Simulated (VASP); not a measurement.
**B8P7C (a cell with a defect): single point with PBEsol**

The system is B8P7C (a cell with a defect).

```
B P C
1.0
     0.00000    4.52019    4.52019
     4.52019    0.00000    4.52019
     4.52019    4.52019    0.00000
B P C
8 7 1
Cartesian
  4.4828 0.0699 4.5284
  4.5012 4.5744 4.4627
  2.2887 6.7627 4.5019
  6.7496 6.7936 4.6013
  6.7563 8.9843 6.8068
  2.2667 4.4642 2.2330
  4.5333 6.7827 2.2865
  4.4738 2.2853 2.2502
  1.0604 1.1437 1.1382
  3.4157 3.3295 1.0800
  3.3640 3.4195 5.6893
  3.4424 1.1396 3.3860
  3.3885 5.5526 3.4113
  0.9905 3.3631 3.4020
  5.6371 3.4498 3.4024
  5.7113 5.7299 5.6277
```

- Program: VASP 6.6.1
- Task: single point
- Functional: PBEsol
- Potentials or basis: VASP PAW PBE potentials, release 64 (B, P, C)
- Cutoff: 520 eV
- k mesh: 2 × 2 × 2, shifted
- Occupations: fermi-dirac, width 0.05 eV
- Spin: collinear spin
- Starting moments: [0.25, 0.25, 0.25, 0.25, 0.25, 0.25, 0.25, 0.25, 0.25, 0.25, 0.25, 0.25, 0.25, 0.25, 0.25, 0.25] μB

| Quantity | Value |
| --- | --- |
| Largest force | 4.267 eV/Å |
| Net moment | 0.00 μB per cell |
| Valence electrons inside the program's atomic spheres | B 2.03, 1.92, 1.94, 1.83, 1.98, 1.80, 2.01, 1.89; P 2.58, 2.61, 2.59, 2.60 (each value once); C 2.17 |

Forces in eV/Å, atoms in the order of the input:
```
B    0.092 -1.406 -0.084
B    2.336  0.172  3.567
B   -0.977 -0.287 -0.195
B   -1.702 -1.789  0.459
B    0.307  1.826 -0.234
B   -2.018  1.349 -1.197
B   -1.902 -0.671 -0.409
B    3.087 -1.478 -1.198
P    1.869 -0.005  0.167
P   -0.917  1.272  0.885
P    0.689 -0.373 -1.025
P   -2.226  0.864 -0.027
P   -1.173  1.583 -1.671
P    3.368  1.096  0.614
P   -0.501 -1.629  0.148
C   -0.333 -0.523  0.199
```

Levels at points of the mesh, in eV from the Fermi level:
Spin up:
```csv
k point,band 28,band 29,band 30,band 31,band 32,band 33,band 34,band 35,band 36,band 37
"(0.25, 0.25, 0.25)",-2.27,-2.10,-1.88,-0.90,-0.66,0.71,0.83,1.01,2.10,2.33
```
Spin down:
```csv
k point,band 30,band 31,band 32,band 33,band 34,band 35
"(0.25, 0.25, 0.25)",-1.88,-0.90,-0.66,0.71,0.83,1.01
```

Run time: 5.1 min on 1 thread of Intel(R) Xeon(R) Platinum 8488C (Sapphire Rapids), on a shared host, peak memory 0.52 GiB.

Caveat: the k points lie up to 0.60 Å⁻¹ apart; the cell carries a net charge on a neutralising background, which shifts energy and pressure; the cell is charged against a uniform background, so pressure and absolute levels hang on convention; the PAW data sets were made with another functional, which shifts forces and pressure a little.
